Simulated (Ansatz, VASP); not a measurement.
**One calculation of Mg2H3, two programs**

```
Mg H
1.0
     2.58973   -4.85910    0.00000
     2.58973    4.85910    0.00000
     0.00000    0.00000    2.94638
Mg H
2 3
Direct
  0.83480 0.16520 0.50000
  0.16520 0.83480 0.50000
  0.00000 0.00000 0.00000
  0.50000 0.50000 0.12885
  0.50000 0.50000 0.87115
```

Alike in both runs: task relaxation of cell and atoms; functional PBE; k mesh 8 × 8 × 12; occupations gaussian, width 0.1 eV; no spin polarisation.

|  | VASP | Ansatz |
| --- | --- | --- |
| version | VASP 6.6.1 | Ansatz 0.2.0 |
| potentials or method | VASP PAW PBE potentials, release 64 (Mg, H), cutoff 600 eV | scalar-relativistic, plane waves, PAW |
| valence electrons in the cell | 7 | 23 |

VASP gave:

| Property | Result |
| --- | --- |
| gap on the k mesh at the Fermi level, each at its own relaxed structure (eV) | none |
| relaxed volume (Å³/atom) | 14.83 |
| relaxed cell length with the largest relative difference (Å) | 2.911 |

**Question.** What did Ansatz give for the same quantities?

**Answer.** gap on the k mesh at the Fermi level, each at its own relaxed structure (eV): none; relaxed volume (Å³/atom): 14.89; relaxed cell length with the largest relative difference (Å): 2.914.

A gap of «none» marks a metal or a gap that the smearing closes. VASP's potentials hold 7 valence electrons a cell and Ansatz's 23, so a difference there can come from the potentials and not from the codes.
